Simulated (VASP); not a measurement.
# TiRh3 (Pm-3m) in VASP: a series of runs

The runs below take TiRh3 through single point, relaxation of cell and atoms, with LDA.

All numbers are computed with VASP 6.6.1; they aren't measurements. Logs are shortened: lines on timing, memory, paths and dates and some standing lists are left out, and cuts for length are marked.

### Step 1. The cell of the first run

Symmetry: Pm-3m, No. 221, cubic system. The conventional cell has a = 3.771 Å, b = 3.771 Å, c = 3.771 Å, α = 90.00°, β = 90.00°, γ = 90.00°. Within 3.5 Å of Ti (site symmetry m-3m) lie 12 Rh at 2.67 Å. Within 3.5 Å of Rh (site symmetry 4/mmm) lie 4 Ti at 2.67 Å and 8 Rh at 2.67 Å.

### Step 2. Single point, LDA

INCAR reads:

```
  PREC = Accurate
  ENCUT = 520
  EDIFF = 1E-6
  ISMEAR = 0
  SIGMA = 0.1
  LREAL = False
  LASPH = True
  NELM = 100
  ALGO = Fast
  ISIF = 2
  LWAVE = False
  LCHARG = False
  GGA = CA
  NBANDS = 36
```

KPOINTS reads:

```
regular mesh
0
Gamma
  12 12 12
```

POSCAR reads:

```
TiRh3
1.0
    3.7705878926      0.0000000000      0.0000000000
    0.0000000000      3.7705878926      0.0000000000
    0.0000000000      0.0000000000      3.7705878926
Ti Rh
1 3
Direct
    0.0000000000      0.0000000000      0.0000000000
    0.0000000000      0.5000000000      0.5000000000
    0.5000000000      0.0000000000      0.5000000000
    0.5000000000      0.5000000000      0.0000000000
```

Potentials or basis: VASP PAW LDA potentials, release 64 (Ti_sv, Rh_pv).

Started as:

```
> cat potpaw_LDA.64/Ti_sv/POTCAR potpaw_LDA.64/Rh_pv/POTCAR > POTCAR
> mpirun -np 1 vasp_std > vasp.out
```

OUTCAR:

```text
PREC = Accurate
   ENCUT = 520
   EDIFF = 1E-6
   ISMEAR = 0
   LREAL = False
   LASPH = True
   NELM = 100
   ISIF = 2
   GGA = CA

 ion  position               nearest neighbor table
   1  0.000  0.000  0.000-   2 2.67   3 2.67   4 2.67   2 2.67   3 2.67   2 2.67   4 2.67   2 2.67
                             3 2.67   4 2.67   3 2.67   4 2.67
   2  0.000  0.500  0.500-   1 2.67   3 2.67   4 2.67   1 2.67   4 2.67   1 2.67   3 2.67   1 2.67
                             3 2.67   4 2.67   4 2.67   3 2.67
   3  0.500  0.000  0.500-   1 2.67   2 2.67   4 2.67   1 2.67   4 2.67   2 2.67   4 2.67   4 2.67
                             1 2.67   2 2.67   1 2.67   2 2.67
   4  0.500  0.500  0.000-   1 2.67   2 2.67   3 2.67   2 2.67   3 2.67   1 2.67   3 2.67   3 2.67
                             1 2.67   2 2.67   2 2.67   1 2.67

  LATTYP: Found a simple cubic cell.
 ALAT       =     3.7705878926

  Lattice vectors:

 A1 = (   3.7705878926,   0.0000000000,   0.0000000000)
 A2 = (   0.0000000000,   3.7705878926,   0.0000000000)
 A3 = (   0.0000000000,   0.0000000000,   3.7705878926)

Analysis of symmetry for initial positions (statically):
=====================================================================
 Subroutine PRICEL returns:
 Original cell was already a primitive cell.

 Routine SETGRP: Setting up the symmetry group for a
 simple cubic supercell.

 Subroutine GETGRP returns: Found 48 space group operations
 (whereof 48 operations were pure point group operations)
 out of a pool of 48 trial point group operations.

The static configuration has the point symmetry O_h .

Analysis of symmetry for dynamics (positions and initial velocities):
=====================================================================
 Subroutine PRICEL returns:
 Original cell was already a primitive cell.

 Routine SETGRP: Setting up the symmetry group for a
 simple cubic supercell.

 Subroutine GETGRP returns: Found 48 space group operations
 (whereof 48 operations were pure point group operations)
 out of a pool of 48 trial point group operations.

The dynamic configuration has the point symmetry O_h .

 Subroutine INISYM returns: Found 48 space group operations
 (whereof 48 operations are pure point group operations),
 and found     1 'primitive' translations

----------------------------------------------------------------------------------------

                                     Primitive cell

  volume of cell :      53.6077

  direct lattice vectors                    reciprocal lattice vectors
     3.770587893  0.000000000  0.000000000     0.265210633  0.000000000  0.000000000
     0.000000000  3.770587893  0.000000000     0.000000000  0.265210633  0.000000000
     0.000000000  0.000000000  3.770587893     0.000000000  0.000000000  0.265210633

  length of vectors
     3.770587893  3.770587893  3.770587893     0.265210633  0.265210633  0.265210633

  position of ions in fractional coordinates (direct lattice)
     0.000000000  0.000000000  0.000000000
     0.000000000  0.500000000  0.500000000
     0.500000000  0.000000000  0.500000000
     0.500000000  0.500000000  0.000000000

  ion indices of the primitive-cell ions
   primitive index   ion index
                 1           1
                 2           2
                 3           3
                 4           4

----------------------------------------------------------------------------------------

 KPOINTS: regular mesh

Automatic generation of k-mesh.
 Grid dimensions read from file:
 generate k-points for:   12   12   12

 Generating k-lattice:

  Cartesian coordinates                     Fractional coordinates (reciprocal lattice)
     0.022100886  0.000000000  0.000000000     0.083333333  0.000000000  0.000000000
     0.000000000  0.022100886  0.000000000     0.000000000  0.083333333  0.000000000
     0.000000000  0.000000000  0.022100886     0.000000000  0.000000000  0.083333333

  Length of vectors
     0.022100886  0.022100886  0.022100886

  Shift w.r.t. Gamma in fractional coordinates (k-lattice)
     0.000000000  0.000000000  0.000000000

 Subroutine IBZKPT returns following result:
 ===========================================

 Found     84 irreducible k-points:

 Following reciprocal coordinates:
            Coordinates               Weight
  0.000000  0.000000  0.000000      1.000000
  0.083333  0.000000  0.000000      6.000000
  0.166667  0.000000  0.000000      6.000000
  0.250000  0.000000  0.000000      6.000000
  0.333333  0.000000  0.000000      6.000000
  0.416667  0.000000  0.000000      6.000000
[... 16 lines left out ...]
  0.333333  0.333333  0.000000     12.000000
  0.416667  0.333333  0.000000     24.000000
 [... further k-points ...]
   k-points           NKPTS =     84   k-points in BZ     NKDIM =     84   number of bands    NBANDS=     36
   number of dos      NEDOS =    301   number of ions     NIONS =      4
   total plane-waves  NPLWV =  21952
   dimension x,y,z NGX =    28 NGY =   28 NGZ =   28
   dimension x,y,z NGXF=    56 NGYF=   56 NGZF=   56
   ions per type =               1   3
   NGX,Y,Z   is equivalent  to a cutoff of  12.35, 12.35, 12.35 a.u.
   NGXF,Y,Z  is equivalent  to a cutoff of  24.69, 24.69, 24.69 a.u.
 SYSTEM =  unknown system
   PREC   = accura    normal or accurate (medium, high low for compatibility)
   ISTART =      0    job   : 0-new  1-cont  2-samecut
   ICHARG =      2    charge: 1-file 2-atom 10-const
   ISPIN  =      1    spin polarized calculation?
   LNONCOLLINEAR =      F non collinear calculations
   LSORBIT =      F    spin-orbit coupling
   LASPH  =      T    aspherical Exc in radial PAW
   ENCUT  =  520.0 eV  38.22 Ry    6.18 a.u.   7.01  7.01  7.01*2*pi/ulx,y,z
   NELM   =    100;   NELMIN=  2; NELMDL= -5     # of ELM steps
   EDIFF  = 0.1E-05   stopping-criterion for ELM
   LREAL  =      F    real-space projection
   EDIFFG = 0.1E-04   stopping-criterion for IOM
   NSW    =      0    number of steps for IOM
   IBRION =     -1    ionic relax: 0-MD 1-quasi-New 2-CG
   NFREE  =      0    steps in history (QN), initial steepest desc. (CG)
   ISIF   =      2    stress and relaxation
   ISYM   =      2    0-nonsym 1-usesym 2-fastsym
   POTIM  = 0.5000    time-step for ionic-motion
   TEBEG  =    0.0;   TEEND  =   0.0 temperature during run
   PSTRESS=    0.0 pullay stress
   NELECT =      57.0000    total number of electrons
   NUPDOWN=      -1.0000    fix difference up-down
   EMIN   =  10.00;   EMAX   =-10.00  energy-range for DOS
   EFERMI =   0.00;   METHOD = LEGACY
   ISMEAR =     0;   SIGMA  =   0.10  broadening in eV -4-tet -1-fermi 0-gaus
   EFERMI_NEDOS =   21; number of points for ismear=-14 and -15
   IALGO  =     68    algorithm
   IMIX   =      4    mixing-type and parameters
     AMIX     =   0.40;   BMIX     =  1.00
     AMIX_MAG =   1.60;   BMIX_MAG =  1.00
  volume/ion in A,a.u.               =      13.40        90.44
  Fermi-wavevector in a.u.,A,eV,Ry     =   1.670927  3.157593 37.987409  2.791996
  Thomas-Fermi vector in A             =   2.756339
   LORBIT       =      0    0 simple, 1 ext, 2 COOP (PROOUT), +10 PAW based schemes
   GGA     = CA    functional components
   LHFCALC =     F    Hartree Fock is set to
   AEXX    =    0.0000 exact exchange contribution
   IVDW    =     0    specifies the selected vdW correction
   LEPSILON=     F    determine dielectric tensor
   LRPA    =     F    only Hartree local field effects (RPA)
 non-spin polarized calculation
 RMM-DIIS sequential band-by-band and
 Gauss-broadening in eV      SIGMA  =   0.10
  energy-cutoff  :      520.00
  volume of cell :       53.61
 maximum number of plane-waves:      1472
   NGX = 15   NGY = 15   NGZ = 15

 number of electron      57.0000024 magnetization

 Free energy of the ion-electron system (eV)
  ---------------------------------------------------
  ext. energy  EPLUGINS =         0.00000000
  ---------------------------------------------------
  free energy    TOTEN  =       -37.21426846 eV

  energy without entropy =      -37.19724211  energy(sigma->0) =      -37.20575528

 E-fermi :  11.6915     XC(G=0): -14.1589

 val. band max:       11.6844136493   @ k =   0.1667   0.0833   0.0000
 cond. band min:      11.7028227977   @ k =   0.3333   0.0833   0.0833
 fundamental gap:      0.0184091484
 Fermi energy:        11.6914814535

 k-point     1 :       0.0000    0.0000    0.0000
  band No.  band energies     occupation
      1     -44.4697      2.00000
      2     -34.7540      2.00000
      3     -34.7540      2.00000
      4     -34.7540      2.00000
      5     -34.4196      2.00000
      6     -34.4196      2.00000
[... 28 lines left out ...]
     35      15.4364      0.00000
     36      15.4364      0.00000

 k-point     2 :       0.0833    0.0000    0.0000
  band No.  band energies     occupation
      1     -44.4698      2.00000
      2     -34.7486      2.00000
      3     -34.7486      2.00000
      4     -34.7451      2.00000
      5     -34.4213      2.00000
      6     -34.4213      2.00000
[... 28 lines left out ...]
     35      15.1902      0.00000
     36      16.2332      0.00000

 k-point     3 :       0.1667    0.0000    0.0000
  band No.  band energies     occupation
      1     -44.4701      2.00000
      2     -34.7329      2.00000
      3     -34.7329      2.00000
      4     -34.7188      2.00000
      5     -34.4265      2.00000
      6     -34.4265      2.00000
[... 28 lines left out ...]
     35      15.1804      0.00000
     36      17.3226      0.00000
[... 742 lines left out ...]
 k-point    23 :       0.3333    0.3333    0.0000
  band No.  band energies     occupation
      1     -44.4707      2.00000
      2     -34.7119      2.00000
      3     -34.6063      2.00000
      4     -34.5990      2.00000
      5     -34.5220      2.00000
      6     -34.4548      2.00000
[... 28 lines left out ...]
     35      15.5274      0.00000
     36      16.6465      0.00000

 k-point    24 :       0.4167    0.3333    0.0000
  band No.  band energies     occupation
      1     -44.4706      2.00000
      2     -34.6992      2.00000
      3     -34.6441      2.00000
      4     -34.5675      2.00000
      5     -34.4980      2.00000
      6     -34.4618      2.00000
[... 28 lines left out ...]
     35      15.0835      0.00000
     36      17.0404      0.00000

 [... further k-points ...]
[... 5 lines left out ...]
  --------------------------------------------------------------------------------------
  -------------------------------------------------------------------------------------
  Total        0.2583014      0.2583014      0.2583014     -0.0000000      0.0000000     -0.0000000
  in kB        7.7198734      7.7198734      7.7198734     -0.0000000      0.0000000     -0.0000000
  external PRESSURE =       7.7198734 kB  Pullay stress =       0.0000000 kB

 VOLUME and BASIS-vectors are now :
 -----------------------------------------------------------------------------
  energy-cutoff  :      520.00
  volume of cell :       53.61
      direct lattice vectors                 reciprocal lattice vectors
     3.770587893  0.000000000  0.000000000     0.265210633  0.000000000  0.000000000
     0.000000000  3.770587893  0.000000000     0.000000000  0.265210633  0.000000000
     0.000000000  0.000000000  3.770587893     0.000000000  0.000000000  0.265210633

 POSITION                                       TOTAL-FORCE (eV/Angst)
 -----------------------------------------------------------------------------------
      0.00000      0.00000      0.00000         0.000000      0.000000      0.000000
      0.00000      1.88529      1.88529         0.000000      0.000000      0.000000
      1.88529      0.00000      1.88529         0.000000      0.000000      0.000000
      1.88529      1.88529      0.00000         0.000000      0.000000      0.000000
 -----------------------------------------------------------------------------------
    total drift:                                0.000000      0.000000      0.000000

  FREE ENERGIE OF THE ION-ELECTRON SYSTEM (eV)
  ---------------------------------------------------
  free  energy   TOTEN  =       -37.2142684570 eV

  energy  without entropy=      -37.1972421109  energy(sigma->0) =      -37.20575528
```

Wall time 3.3 min (1 thread of AMD EPYC 7R13 (Zen 3), shared host); peak memory 0.21 GiB.

Results:

* Free energy: -37.2143 eV
* Pressure: 0.8 GPa
* Band gap on the k mesh: zero (an odd number of electrons rules out a gap without spin polarisation)

[end of part 1 of 2]
